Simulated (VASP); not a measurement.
# Pr2B (P4/nmm) in VASP: relaxation of cell and atoms with PBE

Aim: the relaxation of cell and atoms of Pr2B with PBE.

Program: VASP 6.6.1. These are calculated values, not measurements. Logs are shortened: lines on timing, memory, paths and dates and some standing lists are left out, and cuts for length are marked.

### 1 The cell of the first run

The structure is tetragonal, space group P4/nmm (No. 129). The conventional cell has a = 3.846 Å, b = 3.846 Å, c = 7.950 Å, α = 90.00°, β = 90.00°, γ = 90.00°. Pr (site symmetry -4m2) has 8 Pr at 2.72 to 3.50 Å and 4 B at 2.90 Å within 3.6 Å. Pr (site symmetry 4mm) has 5 B at 2.82 to 2.85 Å and 12 Pr at 3.44 to 3.85 Å within 3.9 Å. B (site symmetry 4mm) has 9 Pr at 2.82 to 2.90 Å and 4 B at 3.85 Å within 3.9 Å.

The cell was generated, and may not be a known phase.

### 2 Relaxation of cell and atoms, PBE

Contents of INCAR:

```
SYSTEM = Pr2B
PREC     = Accurate       ! precision mode
ENCUT    = 500            ! plane-wave cutoff, eV
EDIFF    = 1E-7           ! SCF threshold, eV
ISMEAR   = 0              ! smearing method
SIGMA    = 0.2            ! smearing width, eV
LREAL    = .False.        ! projectors in reciprocal space
LASPH    = .True.         ! aspherical terms in the spheres
NELM     = 200            ! most SCF steps
ALGO     = Normal         ! electronic algorithm
ISIF     = 3              ! what is computed and relaxed
LWAVE    = .False.        ! write WAVECAR
LCHARG   = .False.        ! write CHGCAR
GGA      = PE             ! functional
IBRION   = 2              ! ionic algorithm
NSW      = 36             ! ionic steps
EDIFFG   = -0.08          ! ionic threshold
GGA_COMPAT= .False.      
NELMIN   = 4            
LMAXMIX  = 6              ! l up to which the mixer works
```

Contents of KPOINTS:

```
Automatic mesh
0
Gamma
  4 4 2
  0 0 0
```

Contents of POSCAR:

```
Pr2B
1.0
    3.8458942000      0.0000000000      0.0000000000
    0.0000000000      3.8458942000      0.0000000000
    0.0000000000      0.0000000000      7.9502098400
Pr B
4 2
Direct
    0.0000000000      0.0000000000      0.0000000000
    0.5000000000      0.5000000000      0.0000000000
    0.0000000000      0.5000000000      0.3678558200
    0.5000000000      0.0000000000      0.6321441800
    0.0000000000      0.5000000000      0.7261949200
    0.5000000000      0.0000000000      0.2738050800
```

Potentials or basis: VASP PAW PBE potentials, release 64 (Pr_3, B), 4f in core.

Run with:

```sh
$ cat potpaw_PBE.64/Pr_3/POTCAR potpaw_PBE.64/B/POTCAR > POTCAR
$ mpirun -np 1 vasp_std > vasp.out
```

OUTCAR:

```text
SYSTEM = Pr2B
   PREC = Accurate
   ENCUT = 500
   EDIFF = 1E-7
   ISMEAR = 0
   LREAL = .False.
   LASPH = .True.
   NELM = 200
   ISIF = 3
   GGA = PE
   IBRION = 2
   NSW = 36
   EDIFFG = -0.08
   NELMIN = 4

 ion  position               nearest neighbor table
   1  0.000  0.000  0.000-   2 2.72   2 2.72   2 2.72   2 2.72   5 2.90   6 2.90   6 2.90   5 2.90
                             3 3.50   4 3.50   3 3.50   4 3.50
   2  0.500  0.500  0.000-   1 2.72   1 2.72   1 2.72   1 2.72   6 2.90   6 2.90   5 2.90   5 2.90
                             3 3.50   3 3.50   4 3.50   4 3.50
   3  0.000  0.500  0.368-   6 2.82   6 2.82   6 2.82   6 2.82   5 2.85   4 3.44   4 3.44   4 3.44
                             4 3.44   1 3.50   2 3.50   1 3.50   2 3.50
   4  0.500  0.000  0.632-   5 2.82   5 2.82   5 2.82   5 2.82   6 2.85   3 3.44   3 3.44   3 3.44
                             3 3.44   2 3.50   2 3.50   1 3.50   1 3.50
   5  0.000  0.500  0.726-   4 2.82   4 2.82   4 2.82   4 2.82   3 2.85   1 2.90   2 2.90   2 2.90
                             1 2.90
   6  0.500  0.000  0.274-   3 2.82   3 2.82   3 2.82   3 2.82   4 2.85   1 2.90   1 2.90   2 2.90
                             2 2.90

  LATTYP: Found a simple tetragonal cell.
 ALAT       =     3.8458942000
 C/A-ratio  =     2.0671941105

  Lattice vectors:

 A1 = (   3.8458942000,   0.0000000000,   0.0000000000)
 A2 = (   0.0000000000,   3.8458942000,   0.0000000000)
 A3 = (   0.0000000000,   0.0000000000,   7.9502098400)

Analysis of symmetry for initial positions (statically):
=====================================================================
 Subroutine PRICEL returns:
 Original cell was already a primitive cell.

 Routine SETGRP: Setting up the symmetry group for a
 simple tetragonal supercell.

 Subroutine GETGRP returns: Found 16 space group operations
 (whereof  8 operations were pure point group operations)
 out of a pool of 16 trial point group operations.

The static configuration has the point symmetry D_2d.
 The point group associated with its full space group is D_4h.

Analysis of symmetry for dynamics (positions and initial velocities):
=====================================================================
 Subroutine PRICEL returns:
 Original cell was already a primitive cell.

 Routine SETGRP: Setting up the symmetry group for a
 simple tetragonal supercell.

 Subroutine GETGRP returns: Found 16 space group operations
 (whereof  8 operations were pure point group operations)
 out of a pool of 16 trial point group operations.

The dynamic configuration has the point symmetry D_2d.
 The point group associated with its full space group is D_4h.

 Subroutine INISYM returns: Found 16 space group operations
 (whereof  8 operations are pure point group operations),
 and found     1 'primitive' translations

----------------------------------------------------------------------------------------

                                     Primitive cell

  volume of cell :     117.5908

  direct lattice vectors                    reciprocal lattice vectors
     3.845894200  0.000000000  0.000000000     0.260017553  0.000000000  0.000000000
     0.000000000  3.845894200  0.000000000     0.000000000  0.260017553  0.000000000
     0.000000000  0.000000000  7.950209840     0.000000000  0.000000000  0.125782843

  length of vectors
     3.845894200  3.845894200  7.950209840     0.260017553  0.260017553  0.125782843

  position of ions in fractional coordinates (direct lattice)
     0.000000000  0.000000000  0.000000000
     0.500000000  0.500000000  0.000000000
     0.000000000  0.500000000  0.367855820
     0.500000000  0.000000000  0.632144180
     0.000000000  0.500000000  0.726194920
     0.500000000  0.000000000  0.273805080

  ion indices of the primitive-cell ions
   primitive index   ion index
                 1           1
                 2           2
                 3           3
                 4           4
                 5           5
                 6           6

----------------------------------------------------------------------------------------

 KPOINTS: Automatic mesh

Automatic generation of k-mesh.
 Grid dimensions read from file:
 generate k-points for:    4    4    2

 Generating k-lattice:

  Cartesian coordinates                     Fractional coordinates (reciprocal lattice)
     0.065004388  0.000000000  0.000000000     0.250000000  0.000000000  0.000000000
     0.000000000  0.065004388  0.000000000     0.000000000  0.250000000  0.000000000
     0.000000000  0.000000000  0.062891422     0.000000000  0.000000000  0.500000000

  Length of vectors
     0.065004388  0.065004388  0.062891422

  Shift w.r.t. Gamma in fractional coordinates (k-lattice)
     0.000000000  0.000000000  0.000000000

 Subroutine IBZKPT returns following result:
 ===========================================

 Found     12 irreducible k-points:

 Following reciprocal coordinates:
            Coordinates               Weight
  0.000000  0.000000  0.000000      1.000000
  0.250000  0.000000  0.000000      4.000000
  0.500000  0.000000  0.000000      2.000000
  0.250000  0.250000  0.000000      4.000000
  0.500000  0.250000  0.000000      4.000000
  0.500000  0.500000  0.000000      1.000000
  0.000000  0.000000  0.500000      1.000000
  0.250000  0.000000  0.500000      4.000000
  0.500000  0.000000  0.500000      2.000000
  0.250000  0.250000  0.500000      4.000000
  0.500000  0.250000  0.500000      4.000000
  0.500000  0.500000  0.500000      1.000000
   k-points           NKPTS =     12   k-points in BZ     NKDIM =     12   number of bands    NBANDS=     30
   number of dos      NEDOS =    301   number of ions     NIONS =      6
   total plane-waves  NPLWV =  47040
   dimension x,y,z NGX =    28 NGY =   28 NGZ =   60
   dimension x,y,z NGXF=    56 NGYF=   56 NGZF=  120
   ions per type =               4   2
   NGX,Y,Z   is equivalent  to a cutoff of  12.10, 12.10, 12.55 a.u.
   NGXF,Y,Z  is equivalent  to a cutoff of  24.21, 24.21, 25.09 a.u.
 SYSTEM =  Pr2B
   PREC   = accura    normal or accurate (medium, high low for compatibility)
   ISTART =      0    job   : 0-new  1-cont  2-samecut
   ICHARG =      2    charge: 1-file 2-atom 10-const
   ISPIN  =      1    spin polarized calculation?
   LNONCOLLINEAR =      F non collinear calculations
   LSORBIT =      F    spin-orbit coupling
   LASPH  =      T    aspherical Exc in radial PAW
   ENCUT  =  500.0 eV  36.75 Ry    6.06 a.u.   7.01  7.01 14.50*2*pi/ulx,y,z
   NELM   =    200;   NELMIN=  4; NELMDL= -5     # of ELM steps
   EDIFF  = 0.1E-06   stopping-criterion for ELM
   LREAL  =      F    real-space projection
   EDIFFG = -.8E-01   stopping-criterion for IOM
   NSW    =     36    number of steps for IOM
   IBRION =      2    ionic relax: 0-MD 1-quasi-New 2-CG
   NFREE  =      1    steps in history (QN), initial steepest desc. (CG)
   ISIF   =      3    stress and relaxation
   ISYM   =      2    0-nonsym 1-usesym 2-fastsym
   POTIM  = 0.5000    time-step for ionic-motion
   TEBEG  =    0.0;   TEEND  =   0.0 temperature during run
   PSTRESS=    0.0 pullay stress
   NELECT =      50.0000    total number of electrons
   NUPDOWN=      -1.0000    fix difference up-down
   EMIN   =  10.00;   EMAX   =-10.00  energy-range for DOS
   EFERMI =   0.00;   METHOD = LEGACY
   ISMEAR =     0;   SIGMA  =   0.20  broadening in eV -4-tet -1-fermi 0-gaus
   EFERMI_NEDOS =   21; number of points for ismear=-14 and -15
   IALGO  =     38    algorithm
   IMIX   =      4    mixing-type and parameters
     AMIX     =   0.40;   BMIX     =  1.00
     AMIX_MAG =   1.60;   BMIX_MAG =  1.00
  volume/ion in A,a.u.               =      19.60       132.26
  Fermi-wavevector in a.u.,A,eV,Ry     =   1.231044  2.326337 20.619228  1.515471
  Thomas-Fermi vector in A             =   2.365869
   LORBIT       =      0    0 simple, 1 ext, 2 COOP (PROOUT), +10 PAW based schemes
   GGA     = PE    functional components
   LHFCALC =     F    Hartree Fock is set to
   AEXX    =    0.0000 exact exchange contribution
   IVDW    =     0    specifies the selected vdW correction
   LEPSILON=     F    determine dielectric tensor
   LRPA    =     F    only Hartree local field effects (RPA)
 conjugate gradient relaxation of ions
 non-spin polarized calculation
 Gauss-broadening in eV      SIGMA  =   0.20
  energy-cutoff  :      500.00
  volume of cell :      117.59
 maximum number of plane-waves:      3012
   NGX = 15   NGY = 15   NGZ = 29

--------------------------------------- Ionic step        1  -------------------------------------------

 number of electron      50.0000000 magnetization

 Free energy of the ion-electron system (eV)
  ---------------------------------------------------
  ext. energy  EPLUGINS =         0.00000000
  ---------------------------------------------------
  free energy    TOTEN  =       -28.28678872 eV

  energy without entropy =      -28.19991464  energy(sigma->0) =      -28.24335168

------------------------ aborting loop because EDIFF is reached ----------------------------------------

  FORCE on cell =-STRESS in cart. coord.  units (eV):
  Direction    XX          YY          ZZ          XY          YZ          ZX
  --------------------------------------------------------------------------------------
  -------------------------------------------------------------------------------------
  Total       18.7695405     18.7695405      5.6319293      0.0000000      0.0000000      0.0000000
  in kB      255.7354688    255.7354688     76.7351812      0.0000000      0.0000000      0.0000000
  external PRESSURE =     196.0687062 kB  Pullay stress =       0.0000000 kB
[... 27 lines left out ...]
--------------------------------------- Ionic step        2  -------------------------------------------

 number of electron      50.0000001 magnetization

 E-fermi :   3.3629     XC(G=0):  -9.7714

 val. band max:        3.3098760223   @ k =   0.5000   0.5000   0.5000
 cond. band min:       3.3921327327   @ k =   0.5000   0.2500   0.5000
 fundamental gap:      0.0822567105
 Fermi energy:         3.3628535332

 k-point     1 :       0.0000    0.0000    0.0000
  band No.  band energies     occupation
      1     -33.1228      2.00000
      2     -33.0456      2.00000
      3     -32.9835      2.00000
      4     -32.4174      2.00000
      5     -15.7349      2.00000
      6     -15.7349      2.00000
[... 458 lines left out ...]
  FREE ENERGIE OF THE ION-ELECTRON SYSTEM (eV)
  ---------------------------------------------------
  free  energy   TOTEN  =       -30.1258370177 eV

  energy  without entropy=      -29.9888283554  energy(sigma->0) =      -30.05733269

[... ionic steps 4 to 9 ...]

--------------------------------------- Ionic step       10  -------------------------------------------

 number of electron      50.0000000 magnetization

------------------------ aborting loop because EDIFF is reached ----------------------------------------
[... 75 lines left out ...]
--------------------------------------- Ionic step       12  -------------------------------------------

 number of electron      50.0000000 magnetization

 Free energy of the ion-electron system (eV)
  ---------------------------------------------------
  ext. energy  EPLUGINS =         0.00000000
  ---------------------------------------------------
  free energy    TOTEN  =       -30.86603418 eV

  energy without entropy =      -30.77038154  energy(sigma->0) =      -30.81820786

 E-fermi :   4.1562     XC(G=0): -10.2097

 val. band max:        4.0636810899   @ k =   0.2500   0.0000   0.0000
 cond. band min:       4.1678554589   @ k =   0.2500   0.2500   0.0000
 fundamental gap:      0.1041743690
 Fermi energy:         4.1561788378

 k-point     1 :       0.0000    0.0000    0.0000
  band No.  band energies     occupation
      1     -32.2978      2.00000
      2     -32.1454      2.00000
      3     -31.9790      2.00000
      4     -31.5372      2.00000
      5     -14.7729      2.00000
      6     -14.7729      2.00000
[... 418 lines left out ...]
  FREE ENERGIE OF THE ION-ELECTRON SYSTEM (eV)
  ---------------------------------------------------
  free  energy   TOTEN  =       -30.8660341845 eV

  energy  without entropy=      -30.7703815428  energy(sigma->0) =      -30.81820786

 reached required accuracy - stopping structural energy minimisation
```

Run time: 5.7 min. Hardware: 1 thread of Intel Xeon 6975P-C (Granite Rapids), shared host; peak memory 0.23 GiB.

Results:

```yaml
Free_energy: -30.8660 eV
Relaxed_volume: 24.34 Å³/atom
Relaxed_cell: a = 4.535 Å, b = 4.535 Å, c = 7.099 Å, α = 90.00°, β = 90.00°, γ = 90.00°
Space_group_after_relaxing_to_0.1_Å: P4/nmm (No. 129)
Energy_gained_by_relaxing: 429.9 meV/atom
Ionic_steps: 12
Pressure_after_relaxing: 0.1 GPa
Largest_force_after_relaxing: 0.028 eV/Å
Band_gap_on_the_k_mesh: zero (bands 25 and 26 overlap by 0.87 eV)
```

Forces in eV/Å, atoms in the order of the input:
```
Pr   0.000  0.000  0.000
Pr   0.000  0.000  0.000
Pr   0.000  0.000  0.028
Pr   0.000  0.000 -0.028
B    0.000  0.000 -0.015
B    0.000  0.000  0.015
```

Step by step:
```
step  energy change (eV)  largest force (eV/Å)  pressure (GPa)  volume (Å³)
   1              0.0000                0.8060           19.61       117.59
   2             -1.6260                0.1958           -5.91       162.81
   3             -1.8390                0.2123           -1.72       147.94
   4             -2.2170                0.4102           -0.79       145.44
   5             -2.4022                0.4428            0.55       142.82
   6             -2.0295                1.5342            5.07       136.39
   7             -2.4224                0.5627            1.20       141.73
   8             -2.4227                0.6006            1.41       141.40
   9             -2.4880                0.5210           -0.19       145.75
  10             -2.4984                0.4849           -1.05       148.44
  11             -2.5609                0.2361           -0.47       147.17
  12             -2.5792                0.0279            0.14       146.02
```

Final structure:
```cif
data_structure
_symmetry_space_group_name_H-M 'P 1'
_symmetry_Int_Tables_number 1
_cell_length_a 4.5354
_cell_length_b 4.5354
_cell_length_c 7.0986
_cell_angle_alpha 90.000
_cell_angle_beta 90.000
_cell_angle_gamma 90.000
_cell_volume 146.02
loop_
_atom_site_label
_atom_site_type_symbol
_atom_site_fract_x
_atom_site_fract_y
_atom_site_fract_z
_atom_site_occupancy
Pr1 Pr 0.00000 0.00000 0.00000 1
Pr2 Pr 0.50000 0.50000 0.00000 1
Pr3 Pr 0.00000 0.50000 0.38915 1
Pr4 Pr 0.50000 0.00000 0.61085 1
B1 B 0.00000 0.50000 0.75569 1
B2 B 0.50000 0.00000 0.24431 1
```

Levels at points of the mesh, in eV from the Fermi level:
| k point | band 22 | band 23 | band 24 | band 25 | band 26 | band 27 |
| --- | --- | --- | --- | --- | --- | --- |
| (0.00, 0.00, 0.00) | -2.07 | -1.47 | -1.02 | 0.37 | 0.48 | 0.48 |
| (0.50, 0.00, 0.00) | -1.59 | -0.64 | -0.64 | -0.14 | -0.14 | 1.15 |
| (0.50, 0.50, 0.00) | -1.59 | -0.84 | -0.84 | 0.16 | 0.16 | 0.98 |
| (0.00, 0.00, 0.50) | -1.55 | -1.05 | -0.95 | -0.21 | -0.21 | 0.35 |
| (0.50, 0.00, 0.50) | -1.48 | -1.21 | -1.21 | 0.60 | 0.60 | 0.77 |
| (0.50, 0.50, 0.50) | -0.43 | -0.23 | -0.23 | 0.31 | 0.31 | 0.53 |

Caveat: the k points lie up to 0.44 Å⁻¹ apart in the final cell, too coarse for converged energies and pressures of a metal; the volume moved by over 15 % at a fixed basis, so the end points are rough; spin-orbit coupling is left out, which moves the levels of the heavy elements; the 4f electrons are frozen in the core, so they carry no moment and show no levels. Spin polarisation is off, so any magnetic state and its effect on volume and gap are missing.

The gap in the log of VASP goes by the Fermi energy; the results here count the filled bands.